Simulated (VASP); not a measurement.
**ScIn3As2: single point with PBE**

The system is ScIn3As2.

```
Sc In As
1.0
     5.70337    0.00000    0.00000
    -2.85169    4.93927    0.00000
     0.00000    0.00000    5.32833
Sc In As
1 3 2
Direct
  0.00000 0.00000 0.83283
  0.50000 0.50000 0.47514
  0.50000 0.00000 0.47514
  0.00000 0.50000 0.47514
  0.66667 0.33333 0.96769
  0.33333 0.66667 0.96769
```

| Quantity | Value |
| --- | --- |
| Program | VASP 6.6.1 |
| Task | single point |
| Functional | PBE |
| Potentials or basis | VASP PAW PBE potentials, release 64 (Sc_sv, In_d, As) |
| Cutoff | 500 eV |
| k mesh | 12 × 12 × 8 |
| Occupations | gaussian, width 0.1 eV |
| Spin | no spin polarisation |
| Dipole correction | no |
| Further INCAR settings | ALGO = Normal; EDIFF = 1e-06; NBANDS = 39 |

The pressure is 0.0 GPa and the largest force is 0.005 eV/Å. The band gap on the k mesh is zero (bands 30 and 31 overlap by 1.64 eV).

Forces in eV/Å, atoms in the order of the input:
```
Sc   0.000  0.000 -0.001
In   0.000  0.000 -0.003
In   0.000  0.000 -0.003
In   0.000  0.000 -0.003
As   0.000  0.000  0.005
As   0.000  0.000  0.005
```

Levels at points of the mesh, in eV from the Fermi level:
| k point | band 27 | band 28 | band 29 | band 30 | band 31 | band 32 | band 33 | band 34 |
| --- | --- | --- | --- | --- | --- | --- | --- | --- |
| (0.00, 0.00, 0.00) | -2.11 | -2.11 | -0.68 | 0.12 | 0.12 | 0.50 | 0.50 | 0.53 |
| (0.50, 0.00, 0.00) | -2.59 | -0.94 | -0.74 | -0.48 | -0.25 | 1.03 | 1.16 | 1.30 |
| (0.00, 0.00, 0.50) | -2.07 | -1.50 | -1.50 | -0.66 | -0.66 | 0.11 | 0.50 | 1.68 |
| (0.50, 0.00, 0.50) | -2.52 | -0.32 | -0.18 | 0.68 | 1.02 | 1.14 | 1.22 | 1.22 |

It took 15 min on 1 thread of Intel Xeon 8259CL (shared host), peak memory 0.58 GiB.

Caveat: spin-orbit coupling is left out, which moves the levels of the heavy elements.
